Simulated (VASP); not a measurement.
# YSe (R-3m) in VASP: a series of runs

YSe is run at these levels: LDA; tasks: electric field gradients.

Program: VASP 6.6.1. These are calculated values, not measurements. Logs are shortened: lines on timing, memory, paths and dates and some standing lists are left out, and cuts for length are marked.

### Step 1. The cell of the first run

The structure is trigonal, space group R-3m (No. 166). Conventional cell: a = 4.107 Å, b = 4.107 Å, c = 9.760 Å, α = 90.00°, β = 90.00°, γ = 120.00°. Y (site symmetry -3m) has 6 Se at 2.88 Å within 3.8 Å. Se (site symmetry -3m) has 6 Y at 2.88 Å within 3.8 Å.

### Step 2. Electric field gradients, LDA (equal xy, yz and zx shear strains of -2 %)

Input file INCAR:

```
PREC = Accurate
ENCUT = 520
EDIFF = 1E-8
ISMEAR = -1
SIGMA = 0.03
LREAL = False
LASPH = True
NELM = 60
ALGO = Normal
ISIF = 2
LWAVE = False
LCHARG = False
GGA = CA
LEFG = True
NBANDS = 16
```

Input file KPOINTS:

```
Automatic mesh
0
Gamma
  7 7 7
```

Input file POSCAR:

```
YSe
1.0
   -0.0575000000      2.8462500000      2.8462500000
    2.8462500000     -0.0575000000      2.8462500000
    2.8462500000      2.8462500000     -0.0575000000
Y Se
1 1
Direct
    0.0000000000      0.0000000000      0.0000000000
    0.5000000000      0.5000000000      0.5000000000
```

Potentials or basis: VASP PAW LDA potentials, release 64 (Y_sv, Se).

Run with:

```
$ cat potpaw_LDA.64/Y_sv/POTCAR potpaw_LDA.64/Se/POTCAR > POTCAR
$ mpirun -np 1 vasp_std > vasp.out
```

OUTCAR:

```text
PREC = Accurate
   ENCUT = 520
   EDIFF = 1E-8
   ISMEAR = -1
   LREAL = False
   LASPH = True
   NELM = 60
   ISIF = 2
   GGA = CA

 ion  position               nearest neighbor table
   1  0.000  0.000  0.000-   2 2.88   2 2.88   2 2.88   2 2.88   2 2.88   2 2.88
   2  0.500  0.500  0.500-   1 2.88   1 2.88   1 2.88   1 2.88   1 2.88   1 2.88

  LATTYP: Found a trigonal (rhomboedric) cell.
 ALAT       =     4.0256160243
 COS(alpha) =     0.4797000918

  Lattice vectors:

 A1 = (  -0.0575000000,   2.8462500000,   2.8462500000)
 A2 = (   2.8462500000,  -0.0575000000,   2.8462500000)
 A3 = (   2.8462500000,   2.8462500000,  -0.0575000000)

Analysis of symmetry for initial positions (statically):
=====================================================================
 Subroutine PRICEL returns:
 Original cell was already a primitive cell.

 Routine SETGRP: Setting up the symmetry group for a
 trigonal (rhombohedral) supercell.

 Subroutine GETGRP returns: Found 12 space group operations
 (whereof 12 operations were pure point group operations)
 out of a pool of 12 trial point group operations.

The static configuration has the point symmetry D_3d.

Analysis of symmetry for dynamics (positions and initial velocities):
=====================================================================
 Subroutine PRICEL returns:
 Original cell was already a primitive cell.

 Routine SETGRP: Setting up the symmetry group for a
 trigonal (rhombohedral) supercell.

 Subroutine GETGRP returns: Found 12 space group operations
 (whereof 12 operations were pure point group operations)
 out of a pool of 12 trial point group operations.

The dynamic configuration has the point symmetry D_3d.

 Subroutine INISYM returns: Found 12 space group operations
 (whereof 12 operations are pure point group operations),
 and found     1 'primitive' translations

----------------------------------------------------------------------------------------

                                     Primitive cell

  volume of cell :      47.5130

  direct lattice vectors                    reciprocal lattice vectors
    -0.057500000  2.846250000  2.846250000    -0.170434080  0.173948185  0.173948185
     2.846250000 -0.057500000  2.846250000     0.173948185 -0.170434080  0.173948185
[... 117 lines left out ...]
  energy-cutoff  :      520.00
  volume of cell :       47.51
 maximum number of plane-waves:      1299
 NGX is ok and might be reduce to    30
   NGX = 15   NGY = 15   NGZ = 15

 number of electron      16.9999998 magnetization

 Free energy of the ion-electron system (eV)
  ---------------------------------------------------
  ext. energy  EPLUGINS =         0.00000000
  ---------------------------------------------------
  free energy    TOTEN  =       -14.89408114 eV

  energy without entropy =      -14.89130016  energy(sigma->0) =      -14.89269065

 E-fermi :   5.9382     XC(G=0): -10.4159

 val. band max:        5.9096745770   @ k =   0.1429   0.1429   0.1429
 cond. band min:       5.9795476107   @ k =   0.4286   0.4286   0.2857
 fundamental gap:      0.0698730337
 Fermi energy:         5.9381857956

 k-point     1 :       0.0000    0.0000    0.0000
  band No.  band energies     occupation
      1     -37.5447      2.00000
      2     -17.6384      2.00000
      3     -17.6384      2.00000
      4     -17.6220      2.00000
      5      -9.2422      2.00000
      6       2.8491      2.00000
[... 433 lines left out ...]
      3     -17.7013      2.00000
      4     -17.6643      2.00000
      5      -8.5273      2.00000
      6      -0.0240      2.00000
[... 8 lines left out ...]
     15      12.2698      0.00000
     16      13.4942      0.00000

 [... further k-points ...]
[... 5 lines left out ...]
  --------------------------------------------------------------------------------------
  -------------------------------------------------------------------------------------
  Total       -1.3330645     -1.3330645     -1.3330645      0.0855145      0.0855145      0.0855145
  in kB      -44.9520375    -44.9520375    -44.9520375      2.8836194      2.8836194      2.8836194
  external PRESSURE =     -44.9520375 kB  Pullay stress =       0.0000000 kB

 VOLUME and BASIS-vectors are now :
 -----------------------------------------------------------------------------
  energy-cutoff  :      520.00
  volume of cell :       47.51
      direct lattice vectors                 reciprocal lattice vectors
    -0.057500000  2.846250000  2.846250000    -0.170434080  0.173948185  0.173948185
     2.846250000 -0.057500000  2.846250000     0.173948185 -0.170434080  0.173948185
     2.846250000  2.846250000 -0.057500000     0.173948185  0.173948185 -0.170434080

 POSITION                                       TOTAL-FORCE (eV/Angst)
 -----------------------------------------------------------------------------------
      0.00000      0.00000      0.00000        -0.000000     -0.000000      0.000000
      2.81750      2.81750      2.81750         0.000000      0.000000     -0.000000
 -----------------------------------------------------------------------------------
    total drift:                               -0.000000      0.000000      0.000000

  FREE ENERGIE OF THE ION-ELECTRON SYSTEM (eV)
  ---------------------------------------------------
  free  energy   TOTEN  =       -14.8940811438 eV

  energy  without entropy=      -14.8913001629  energy(sigma->0) =      -14.89269065

 Electric field gradients (V/A^2)
---------------------------------------------------------------------
 ion       V_xx      V_yy      V_zz      V_xy      V_xz      V_yz
---------------------------------------------------------------------
   1       0.000    -0.000    -0.000     1.227     1.227     1.227
   2      -0.000     0.000    -0.000    -4.526    -4.526    -4.526
---------------------------------------------------------------------

 Electric field gradients after diagonalization (V/A^2)
 (convention: |V_zz| > |V_xx| > |V_yy|)
----------------------------------------------------------------------
 ion       V_xx      V_yy      V_zz     asymmetry (V_yy - V_xx)/ V_zz
----------------------------------------------------------------------
   1      -1.227    -1.227     2.454       0.000
   2       4.526     4.526    -9.052       0.000
----------------------------------------------------------------------

           NMR quadrupolar parameters

 Cq : quadrupolar parameter    Cq=e*Q*V_zz/h
 eta: asymmetry parameters     (V_yy - V_xx)/ V_zz
 Q  : nuclear electric quadrupole moment in mb (millibarn)
----------------------------------------------------------------------
 ion       Cq(MHz)       eta       Q (mb)
----------------------------------------------------------------------
   1       0.006       0.000       1.000
   2      -0.022       0.000       1.000
----------------------------------------------------------------------
```

OSZICAR:

```text
N       E                     dE             d eps       ncg     rms          rms(c)
DAV:   1     0.601531675614E+02    0.60153E+02   -0.79518E+03  1408   0.967E+02
DAV:   2    -0.121041240158E+02   -0.72257E+02   -0.68320E+02  1888   0.201E+02
DAV:   3    -0.154597610375E+02   -0.33556E+01   -0.33378E+01  1800   0.342E+01
DAV:   4    -0.155581719048E+02   -0.98411E-01   -0.98371E-01  1872   0.564E+00
DAV:   5    -0.155604071326E+02   -0.22352E-02   -0.22351E-02  1752   0.726E-01    0.239E+01
DAV:   6    -0.149688855257E+02    0.59152E+00   -0.72885E-01  1608   0.520E+00    0.174E+01
DAV:   7    -0.149097438984E+02    0.59142E-01   -0.38861E-01  2016   0.376E+00    0.445E+00
DAV:   8    -0.148947404934E+02    0.15003E-01   -0.86913E-02  1608   0.185E+00    0.292E-01
DAV:   9    -0.148941244374E+02    0.61606E-03   -0.53363E-03  1728   0.502E-01    0.138E-01
DAV:  10    -0.148940805437E+02    0.43894E-04   -0.30027E-04  1776   0.141E-01    0.125E-01
DAV:  11    -0.148940821343E+02   -0.15906E-05   -0.37558E-05  1752   0.489E-02    0.551E-02
DAV:  12    -0.148940815258E+02    0.60848E-06   -0.66634E-06  1656   0.185E-02    0.676E-03
DAV:  13    -0.148940811467E+02    0.37912E-06   -0.83043E-07  1800   0.625E-03    0.185E-03
DAV:  14    -0.148940811444E+02    0.23065E-08   -0.12497E-07  1816   0.239E-03    0.990E-04
DAV:  15    -0.148940811438E+02    0.57139E-09   -0.96847E-09  1136   0.750E-04
   1 F= -.14894081E+02 E0= -.14892691E+02  d E =-.278098E-02
```

stdout:

```text
POSCAR found type information on POSCAR Y Se
 POSCAR found :  2 types and       2 ions
 scaLAPACK will be used
 LDA part: xc-table for (Slater(with rela. corr.)+CA(PZ))
 , standard interpolation
 POSCAR, INCAR and KPOINTS ok, starting setup
 FFT: planning ... GRIDC
 FFT: planning ... GRID_SOFT
 FFT: planning ... GRID
 WAVECAR not read
 entering main loop
ion   1

ion   2
```

Wall time 56 s (1 thread of AMD EPYC 7R13, shared host); peak memory 0.16 GiB.

What came out:

```yaml
Free_energy: -14.8941 eV
Pressure: -4.5 GPa
```

Levels at points of the mesh, in eV from the Fermi level:
```tsv
k point	band 4	band 5	band 6	band 7	band 8	band 9	band 10	band 11	band 12	band 13
(0.00, 0.00, 0.00)	-23.56	-15.18	-3.09	-3.09	-2.94	-0.39	-0.39	-0.14	0.48	0.48
```

Electric field gradients, principal values (V/Å²):
| atom | least | middle | greatest (by size) |
| --- | --- | --- | --- |
| 1 Y | -1.227 | -1.227 | 2.454 |
| 2 Se | 4.526 | 4.526 | -9.052 |

Caveat: the cell differs from its parent crystal (equal xy, yz and zx shear strains of -2 %); without QUAD_EFG the Cq values of the log hold for a quadrupole moment of 1 mb, not for the nuclei.

### Step 3. Electric field gradients, LDA (equal xy, yz and zx shear strains of -1 %)

Input file INCAR:

```
PREC     = Accurate       # precision mode
ENCUT    = 520            # plane-wave cutoff, eV
EDIFF    = 1E-8           # SCF threshold, eV
ISMEAR   = -1             # smearing method
SIGMA    = 0.03           # smearing width, eV
LREAL    = False          # projectors in reciprocal space
LASPH    = True           # aspherical terms in the spheres
NELM     = 80             # most SCF steps
ALGO     = Normal         # electronic algorithm
ISIF     = 2              # what is computed and relaxed
LWAVE    = False          # write WAVECAR
LCHARG   = False          # write CHGCAR
LEFG     = True         
NBANDS   = 16             # bands
```

Input file KPOINTS:

```
regular mesh
0
Gamma
  7 7 7
```

Input file POSCAR:

```
YSe
1.0
   -0.0287500000      2.8606250000      2.8606250000
    2.8606250000     -0.0287500000      2.8606250000
    2.8606250000      2.8606250000     -0.0287500000
Y Se
1 1
Direct
    0.0000000000      0.0000000000      0.0000000000
    0.5000000000      0.5000000000      0.5000000000
```

Potentials or basis: VASP PAW LDA potentials, release 64 (Y_sv, Se).

Run with:

```
$ cat potpaw_LDA.64/Y_sv/POTCAR potpaw_LDA.64/Se/POTCAR > POTCAR
$ mpirun -np 1 vasp_std > vasp.out
```

OUTCAR:

```text
PREC = Accurate
   ENCUT = 520
   EDIFF = 1E-8
   ISMEAR = -1
   LREAL = False
   LASPH = True
   NELM = 80
   ISIF = 2

 ion  position               nearest neighbor table
   1  0.000  0.000  0.000-   2 2.88   2 2.88   2 2.88   2 2.88   2 2.88   2 2.88
   2  0.500  0.500  0.500-   1 2.88   1 2.88   1 2.88   1 2.88   1 2.88   1 2.88

  LATTYP: Found a trigonal (rhomboedric) cell.
 ALAT       =     4.0456368280
 COS(alpha) =     0.4899250057

  Lattice vectors:

 A1 = (  -0.0287500000,   2.8606250000,   2.8606250000)
 A2 = (   2.8606250000,  -0.0287500000,   2.8606250000)
 A3 = (   2.8606250000,   2.8606250000,  -0.0287500000)

Analysis of symmetry for initial positions (statically):
[... 667 lines left out ...]

  energy  without entropy=      -14.8919412764  energy(sigma->0) =      -14.89360405

 Electric field gradients (V/A^2)
---------------------------------------------------------------------
 ion       V_xx      V_yy      V_zz      V_xy      V_xz      V_yz
---------------------------------------------------------------------
   1       0.000    -0.000     0.000     0.826     0.826     0.826
   2       0.000    -0.000    -0.000    -2.181    -2.181    -2.181
---------------------------------------------------------------------

 Electric field gradients after diagonalization (V/A^2)
 (convention: |V_zz| > |V_xx| > |V_yy|)
----------------------------------------------------------------------
 ion       V_xx      V_yy      V_zz     asymmetry (V_yy - V_xx)/ V_zz
----------------------------------------------------------------------
   1      -0.826    -0.826     1.651       0.000
   2       2.181     2.181    -4.363       0.000
----------------------------------------------------------------------

           NMR quadrupolar parameters

 Cq : quadrupolar parameter    Cq=e*Q*V_zz/h
 eta: asymmetry parameters     (V_yy - V_xx)/ V_zz
 Q  : nuclear electric quadrupole moment in mb (millibarn)
----------------------------------------------------------------------
 ion       Cq(MHz)       eta       Q (mb)
----------------------------------------------------------------------
   1       0.004       0.000       1.000
   2      -0.011       0.000       1.000
----------------------------------------------------------------------
```

OSZICAR:

```text
N       E                     dE             d eps       ncg     rms          rms(c)
DAV:   1     0.586450517620E+02    0.58645E+02   -0.79537E+03  1408   0.970E+02
DAV:   2    -0.123366314475E+02   -0.70982E+02   -0.67437E+02  1872   0.202E+02
DAV:   3    -0.154712199400E+02   -0.31346E+01   -0.31170E+01  1856   0.335E+01
DAV:   4    -0.155603967814E+02   -0.89177E-01   -0.89149E-01  1800   0.542E+00
DAV:   5    -0.155624475093E+02   -0.20507E-02   -0.20507E-02  1864   0.684E-01    0.239E+01
DAV:   6    -0.149705678957E+02    0.59188E+00   -0.72609E-01  1520   0.520E+00    0.174E+01
DAV:   7    -0.149112169452E+02    0.59351E-01   -0.39279E-01  2016   0.378E+00    0.444E+00
DAV:   8    -0.148960051992E+02    0.15212E-01   -0.88983E-02  1576   0.188E+00    0.287E-01
DAV:   9    -0.148953321412E+02    0.67306E-03   -0.57324E-03  1688   0.519E-01    0.148E-01
DAV:  10    -0.148952660483E+02    0.66093E-04   -0.35545E-04  1792   0.152E-01    0.134E-01
DAV:  11    -0.148952678559E+02   -0.18076E-05   -0.44460E-05  1712   0.534E-02    0.592E-02
DAV:  12    -0.148952672938E+02    0.56216E-06   -0.71258E-06  1664   0.191E-02    0.755E-03
DAV:  13    -0.148952668266E+02    0.46722E-06   -0.91517E-07  1768   0.655E-03    0.216E-03
DAV:  14    -0.148952668168E+02    0.97916E-08   -0.16243E-07  1840   0.268E-03    0.117E-03
DAV:  15    -0.148952668160E+02    0.74465E-09   -0.11523E-08  1248   0.793E-04
   1 F= -.14895267E+02 E0= -.14893604E+02  d E =-.332554E-02
```

stdout:

```text
POSCAR found type information on POSCAR Y Se
 POSCAR found :  2 types and       2 ions
 scaLAPACK will be used
 LDA part: xc-table for (Slater(with rela. corr.)+CA(PZ))
 , standard interpolation
 POSCAR, INCAR and KPOINTS ok, starting setup
 FFT: planning ... GRIDC
 FFT: planning ... GRID_SOFT
 FFT: planning ... GRID
 WAVECAR not read
 entering main loop
ion   1

ion   2
```

Wall time 55 s (1 thread of AMD EPYC 7R13, shared host); peak memory 0.16 GiB.

Results:

| Quantity | Value |
| --- | --- |
| Free energy | -14.8953 eV |
| Pressure | -4.5 GPa |

Stress tensor (GPa, compression positive):
```
-4.50  0.06  0.06
 0.06 -4.50  0.06
 0.06  0.06 -4.50
```

Electric field gradients, principal values (V/Å²):
```tsv
atom	least	middle	greatest (by size)
1 Y	-0.826	-0.826	1.651
2 Se	2.181	2.181	-4.363
```

Caveat: the cell differs from its parent crystal (equal xy, yz and zx shear strains of -1 %); without QUAD_EFG the Cq values of the log hold for a quadrupole moment of 1 mb, not for the nuclei.
